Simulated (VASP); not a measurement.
# GdN (Fm-3m) in VASP: relaxation of cell and atoms with PBE

Aim: the relaxation of cell and atoms of GdN with PBE.

Everything below comes from runs of VASP 6.6.1. Logs are shortened: lines on timing, memory, paths and dates and some standing lists are left out, and cuts for length are marked.

**1. The cell of the first run**

Symmetry: Fm-3m, No. 225, cubic system. Conventional cell: a = 4.999 Å, b = 4.999 Å, c = 4.999 Å, α = 90.00°, β = 90.00°, γ = 90.00°. Within 3.3 Å of Gd (site symmetry m-3m) lie 6 N at 2.50 Å. Within 3.3 Å of N (site symmetry m-3m) lie 6 Gd at 2.50 Å.

**2. Relaxation of cell and atoms, PBE, collinear spin, ferromagnetic start**

INCAR reads:

```
SYSTEM = GdN
  PREC = Accurate
  ENCUT = 600
  EDIFF = 1E-7
  ISMEAR = 0
  SIGMA = 0.1
  LREAL = .FALSE.
  LASPH = .TRUE.
  NELM = 200
  ALGO = Normal
  ISIF = 3
  LWAVE = .FALSE.
  LCHARG = .FALSE.
  ISPIN = 2
  MAGMOM = 7.55 0
  LORBIT = 11
  LMAXMIX = 6
  GGA = PE
  IBRION = 2
  NSW = 100
  EDIFFG = -0.005
  GGA_COMPAT = .FALSE.
  NELMIN = 4
```

KPOINTS reads:

```
regular mesh
0
G
  14 14 14
  0 0 0
```

POSCAR reads:

```
GdN
1.0
    0.0000000000      2.4994985661      2.4994985661
    2.4994985661      0.0000000000      2.4994985661
    2.4994985661      2.4994985661      0.0000000000
Gd N
1 1
Direct
    0.5000000000      0.5000000000      0.5000000000
    0.0000000000      0.0000000000      0.0000000000
```

Potentials or basis: VASP PAW PBE potentials, release 64 (Gd, N).

On the command line:

```
$ cat potpaw_PBE.64/Gd/POTCAR potpaw_PBE.64/N/POTCAR > POTCAR
$ mpirun -np 1 vasp_std > vasp.out
```

OUTCAR:

```text
SYSTEM = GdN
   PREC = Accurate
   ENCUT = 600
   EDIFF = 1E-7
   ISMEAR = 0
   LREAL = .FALSE.
   LASPH = .TRUE.
   NELM = 200
   ISIF = 3
   ISPIN = 2
   LORBIT = 11
   GGA = PE
   IBRION = 2
   NSW = 100
   EDIFFG = -0.005
   NELMIN = 4

 ion  position               nearest neighbor table
   1  0.500  0.500  0.500-   2 2.50   2 2.50   2 2.50   2 2.50   2 2.50   2 2.50
   2  0.000  0.000  0.000-   1 2.50   1 2.50   1 2.50   1 2.50   1 2.50   1 2.50

  LATTYP: Found a face centered cubic cell.
 ALAT       =     4.9989971322

  Lattice vectors:

 A1 = (   0.0000000000,   2.4994985661,   2.4994985661)
 A2 = (   2.4994985661,   0.0000000000,   2.4994985661)
 A3 = (   2.4994985661,   2.4994985661,   0.0000000000)

Analysis of symmetry for initial positions (statically):
=====================================================================
 Subroutine PRICEL returns:
 Original cell was already a primitive cell.

 Routine SETGRP: Setting up the symmetry group for a
 face centered cubic supercell.

 Subroutine GETGRP returns: Found 48 space group operations
 (whereof 48 operations were pure point group operations)
 out of a pool of 48 trial point group operations.

The static configuration has the point symmetry O_h .

Analysis of symmetry for dynamics (positions and initial velocities):
=====================================================================
 Subroutine PRICEL returns:
 Original cell was already a primitive cell.

 Routine SETGRP: Setting up the symmetry group for a
 face centered cubic supercell.

 Subroutine GETGRP returns: Found 48 space group operations
 (whereof 48 operations were pure point group operations)
 out of a pool of 48 trial point group operations.

The dynamic configuration has the point symmetry O_h .

Analysis of structural, dynamic, and magnetic symmetry:
=====================================================================
 Subroutine PRICEL returns:
 Original cell was already a primitive cell.

 Routine SETGRP: Setting up the symmetry group for a
 face centered cubic supercell.

 Subroutine GETGRP returns: Found 48 space group operations
 (whereof 48 operations were pure point group operations)
 out of a pool of 48 trial point group operations.

The overall configuration has the point symmetry O_h .

 Subroutine INISYM returns: Found 48 space group operations
 (whereof 48 operations are pure point group operations),
 and found     1 'primitive' translations

----------------------------------------------------------------------------------------

                                     Primitive cell

  volume of cell :      31.2312

  direct lattice vectors                    reciprocal lattice vectors
     0.000000000  2.499498566  2.499498566    -0.200040123  0.200040123  0.200040123
     2.499498566  0.000000000  2.499498566     0.200040123 -0.200040123  0.200040123
     2.499498566  2.499498566  0.000000000     0.200040123  0.200040123 -0.200040123

  length of vectors
     3.534824771  3.534824771  3.534824771     0.346479656  0.346479656  0.346479656

  position of ions in fractional coordinates (direct lattice)
     0.500000000  0.500000000  0.500000000
     0.000000000  0.000000000  0.000000000

  ion indices of the primitive-cell ions
   primitive index   ion index
                 1           1
                 2           2

----------------------------------------------------------------------------------------

 KPOINTS: regular mesh

Automatic generation of k-mesh.
 Grid dimensions read from file:
 generate k-points for:   14   14   14

 Generating k-lattice:

  Cartesian coordinates                     Fractional coordinates (reciprocal lattice)
    -0.014288580  0.014288580  0.014288580     0.071428571  0.000000000  0.000000000
     0.014288580 -0.014288580  0.014288580     0.000000000  0.071428571  0.000000000
     0.014288580  0.014288580 -0.014288580     0.000000000  0.000000000  0.071428571

  Length of vectors
     0.024748547  0.024748547  0.024748547

  Shift w.r.t. Gamma in fractional coordinates (k-lattice)
     0.000000000  0.000000000  0.000000000

 Subroutine IBZKPT returns following result:
 ===========================================

 Found    104 irreducible k-points:

 Following reciprocal coordinates:
            Coordinates               Weight
  0.000000  0.000000  0.000000      1.000000
  0.071429  0.000000  0.000000      8.000000
  0.142857  0.000000  0.000000      8.000000
  0.214286  0.000000  0.000000      8.000000
  0.285714  0.000000  0.000000      8.000000
  0.357143  0.000000  0.000000      8.000000
[... 16 lines left out ...]
  0.214286  0.142857  0.000000     24.000000
  0.285714  0.142857  0.000000     24.000000
 [... further k-points ...]
   k-points           NKPTS =    104   k-points in BZ     NKDIM =    104   number of bands    NBANDS=     19
   number of dos      NEDOS =    301   number of ions     NIONS =      2
   total plane-waves  NPLWV =  21952
   dimension x,y,z NGX =    28 NGY =   28 NGZ =   28
   dimension x,y,z NGXF=    56 NGYF=   56 NGZF=   56
   ions per type =               1   1
   NGX,Y,Z   is equivalent  to a cutoff of  13.17, 13.17, 13.17 a.u.
   NGXF,Y,Z  is equivalent  to a cutoff of  26.34, 26.34, 26.34 a.u.
 SYSTEM =  GdN
   PREC   = accura    normal or accurate (medium, high low for compatibility)
   ISTART =      0    job   : 0-new  1-cont  2-samecut
   ICHARG =      2    charge: 1-file 2-atom 10-const
   ISPIN  =      2    spin polarized calculation?
   LNONCOLLINEAR =      F non collinear calculations
   LSORBIT =      F    spin-orbit coupling
   LASPH  =      T    aspherical Exc in radial PAW
   ENCUT  =  600.0 eV  44.10 Ry    6.64 a.u.   7.06  7.06  7.06*2*pi/ulx,y,z
   NELM   =    200;   NELMIN=  4; NELMDL= -5     # of ELM steps
   EDIFF  = 0.1E-06   stopping-criterion for ELM
   LREAL  =      F    real-space projection
   EDIFFG = -.5E-02   stopping-criterion for IOM
   NSW    =    100    number of steps for IOM
   IBRION =      2    ionic relax: 0-MD 1-quasi-New 2-CG
   NFREE  =      1    steps in history (QN), initial steepest desc. (CG)
   ISIF   =      3    stress and relaxation
   ISYM   =      2    0-nonsym 1-usesym 2-fastsym
   POTIM  = 0.5000    time-step for ionic-motion
   TEBEG  =    0.0;   TEEND  =   0.0 temperature during run
   PSTRESS=    0.0 pullay stress
   NELECT =      23.0000    total number of electrons
   NUPDOWN=      -1.0000    fix difference up-down
   EMIN   =  10.00;   EMAX   =-10.00  energy-range for DOS
   EFERMI =   0.00;   METHOD = LEGACY
   ISMEAR =     0;   SIGMA  =   0.10  broadening in eV -4-tet -1-fermi 0-gaus
   EFERMI_NEDOS =   21; number of points for ismear=-14 and -15
   IALGO  =     38    algorithm
   IMIX   =      4    mixing-type and parameters
     AMIX     =   0.40;   BMIX     =  1.00
     AMIX_MAG =   1.60;   BMIX_MAG =  1.00
  volume/ion in A,a.u.               =      15.62       105.38
  Fermi-wavevector in a.u.,A,eV,Ry     =   1.478386  2.793745 29.737242  2.185626
  Thomas-Fermi vector in A             =   2.592674
   LORBIT       =     11    0 simple, 1 ext, 2 COOP (PROOUT), +10 PAW based schemes
   GGA     = PE    functional components
   LHFCALC =     F    Hartree Fock is set to
   AEXX    =    0.0000 exact exchange contribution
   IVDW    =     0    specifies the selected vdW correction
   LEPSILON=     F    determine dielectric tensor
   LRPA    =     F    only Hartree local field effects (RPA)
 conjugate gradient relaxation of ions
 spin polarized calculation
 Gauss-broadening in eV      SIGMA  =   0.10
  energy-cutoff  :      600.00
  volume of cell :       31.23
 maximum number of plane-waves:      1056
   NGX = 15   NGY = 15   NGZ = 15

--------------------------------------- Ionic step        1  -------------------------------------------

 number of electron      23.0000005 magnetization       6.9999886

 Free energy of the ion-electron system (eV)
  ---------------------------------------------------
  ext. energy  EPLUGINS =         0.00000000
  ---------------------------------------------------
  free energy    TOTEN  =       -23.21983514 eV

  energy without entropy =      -23.21952396  energy(sigma->0) =      -23.21967955

------------------------ aborting loop because EDIFF is reached ----------------------------------------

  FORCE on cell =-STRESS in cart. coord.  units (eV):
  Direction    XX          YY          ZZ          XY          YZ          ZX
  --------------------------------------------------------------------------------------
  -------------------------------------------------------------------------------------
  Total       -0.2566921     -0.2566921     -0.2566921      0.0000000      0.0000000     -0.0000000
  in kB      -13.1684444    -13.1684444    -13.1684444      0.0000000      0.0000000     -0.0000000
  external PRESSURE =     -13.1684444 kB  Pullay stress =       0.0000000 kB
[... 57 lines left out ...]
  energy  without entropy=      -23.2193985478  energy(sigma->0) =      -23.21955437

--------------------------------------- Ionic step        3  -------------------------------------------

 number of electron      23.0000006 magnetization       6.9999845

 Free energy of the ion-electron system (eV)
  ---------------------------------------------------
  ext. energy  EPLUGINS =         0.00000000
  ---------------------------------------------------
  free energy    TOTEN  =       -23.22101231 eV

  energy without entropy =      -23.22070361  energy(sigma->0) =      -23.22085796

 E-fermi :   3.9911     XC(G=0): -11.5847

 val. band max:        3.9442557977   @ k =   0.0714   0.0000   0.0000
 cond. band min:       4.0204934576   @ k =   0.0714   0.0714   0.0000
 fundamental gap:      0.0762376599
 Fermi energy:         3.9911357844

 spin component 1

 k-point     1 :       0.0000    0.0000    0.0000
  band No.  band energies     occupation
      1     -39.8376      1.00000
      2     -16.8331      1.00000
      3     -16.8331      1.00000
      4     -16.8331      1.00000
      5      -9.1348      1.00000
      6       0.3135      1.00000
[... 11 lines left out ...]
     18       6.4204      0.00000
     19       7.1318      0.00000
[... 491 lines left out ...]
      5      -8.2896      1.00000
      6       0.1781      1.00000
[... 11 lines left out ...]
     18       8.8450      0.00000
     19       9.2131      0.00000

 [... further k-points ...]

 spin component 2

 k-point     1 :       0.0000    0.0000    0.0000
  band No.  band energies     occupation
      1     -36.7397      1.00000
      2     -14.5877      1.00000
      3     -14.5877      1.00000
      4     -14.5877      1.00000
      5      -9.1270      1.00000
      6       3.0549      1.00000
[... 11 lines left out ...]
     18       7.2702      0.00000
     19       7.7307      0.00000
[... 535 lines left out ...]
  FREE ENERGIE OF THE ION-ELECTRON SYSTEM (eV)
  ---------------------------------------------------
  free  energy   TOTEN  =       -23.2210123059 eV

  energy  without entropy=      -23.2207036068  energy(sigma->0) =      -23.22085796

 reached required accuracy - stopping structural energy minimisation

 total charge

# of ion       s       p       d       f       tot
--------------------------------------------------
    1        2.034   5.662   0.533   6.999  15.228
    2        1.247   2.376   0.000   0.000   3.623
--------------------------------------------------
tot          3.281   8.038   0.533   6.999  18.851

 magnetization (x)

# of ion       s       p       d       f       tot
--------------------------------------------------
    1       -0.005  -0.081   0.083   6.807   6.804
    2       -0.007  -0.078   0.000   0.000  -0.085
--------------------------------------------------
tot         -0.013  -0.159   0.083   6.807   6.719
```

Run time: 22 min. Hardware: 1 thread of Oxide Virtual Turin-like, shared host; peak memory 0.27 GiB.

What came out:

```yaml
Free_energy: -23.2210 eV
Relaxed_volume: 15.47 Å³/atom
Relaxed_cell: a = 3.524 Å, b = 3.524 Å, c = 3.524 Å, α = 60.00°, β = 60.00°, γ = 60.00°
Space_group_after_relaxing_to_0.1_Å: Fm-3m (No. 225)
Energy_gained_by_relaxing: 0.6 meV/atom
Ionic_steps: 3
Pressure_after_relaxing: 0.0 GPa
Band_gap_on_the_k_mesh: zero (filled and empty bands overlap)
Net_moment: 7.00 μB per cell
Site_moments: Gd +6.80; N -0.09 μB
Valence_electrons_inside_the_program's_atomic_spheres: Gd 15.23; N 3.62
```

The path:
```tsv
step	energy change (eV)	largest force (eV/Å)	pressure (GPa)	volume (Å³)
1	0.0000	0.0000	-1.32	31.23
2	0.0001	0.0000	1.42	30.65
3	-0.0012	0.0000	-0.01	30.95
```

Final structure:
```xyz
2
Lattice="0.0000 2.4919 2.4919 2.4919 0.0000 2.4919 2.4919 2.4919 0.0000" Properties=species:S:1:pos:R:3 pbc="T T T"
Gd    2.4919    2.4919    2.4919
N     0.0000    0.0000    0.0000
```

Levels at points of the mesh, in eV from the Fermi level:
Spin up:
```
           k point  band 11  band 12  band 13  band 14  band 15  band 16  band 17  band 18  band 19
(0.00, 0.00, 0.00)    -3.27    -3.27     0.18     0.18     0.18     2.43     2.43     2.43     3.14
(0.50, 0.00, 0.00)    -3.29    -3.27    -3.26    -2.65    -2.65     5.03     5.80     5.80     6.57
(0.50, 0.50, 0.00)    -3.34    -3.33    -1.53    -0.54    -0.26    -0.26     6.44     6.48     7.53
```
Spin down:
```csv
k point,band 4,band 5,band 6,band 7,band 8,band 9,band 10,band 11,band 12,band 13
"(0.00, 0.00, 0.00)",-18.58,-13.12,-0.94,-0.94,-0.94,1.63,2.17,2.17,2.17,2.80
"(0.50, 0.00, 0.00)",-18.68,-11.20,-4.16,-2.53,-2.53,1.77,1.87,1.87,2.11,2.11
"(0.50, 0.50, 0.00)",-19.00,-12.84,-1.18,-0.88,-0.88,0.17,1.92,1.98,2.03,2.03
```

Caveat: spin-orbit coupling is left out, which moves the levels of the heavy elements; a cell with one magnetic atom can't hold antiferromagnetic order, which such compounds often take; semilocal functionals describe open f shells poorly, which spoils levels, moments and volumes. The state reached can hang on the start; a lower one may exist.

The gap in the log of VASP goes by the Fermi energy; the results here count the filled bands.